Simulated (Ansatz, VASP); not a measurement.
MgO: VASP beside Ansatz

```
Mg O
1.0
     0.00000    2.10600    2.10600
     2.10600    0.00000    2.10600
     2.10600    2.10600    0.00000
Mg O
1 1
Direct
  0.00000 0.00000 0.00000
  0.50000 0.50000 0.50000
```

Alike in both runs: task single point; functional LDA; k mesh 8 × 8 × 8; occupations gaussian, width 0.03 eV; no spin polarisation.

|  | VASP | Ansatz |
| --- | --- | --- |
| version | VASP 6.6.1 | Ansatz 0.2.0 |
| potentials or method | VASP PAW LDA potentials, release 64 (Mg, O) | scalar-relativistic, plane waves, PAW |
| plane-wave cutoff (eV) | 600 | 420 |
| valence electrons in the cell | 8 | 16 |

|  | VASP | Ansatz | Ansatz less VASP |
| --- | --- | --- | --- |
| gap on the k mesh at the Fermi level (eV) | 4.66 | 4.66 | -0.001 |
| least direct gap on the mesh (eV) | 4.66 | 4.66 | -0.001 |

LDA's correlation is that of Perdew and Zunger in VASP and of Perdew and Wang (1992) in Ansatz. VASP's potentials hold 8 valence electrons a cell and Ansatz's 16, so a difference there can come from the potentials and not from the codes.
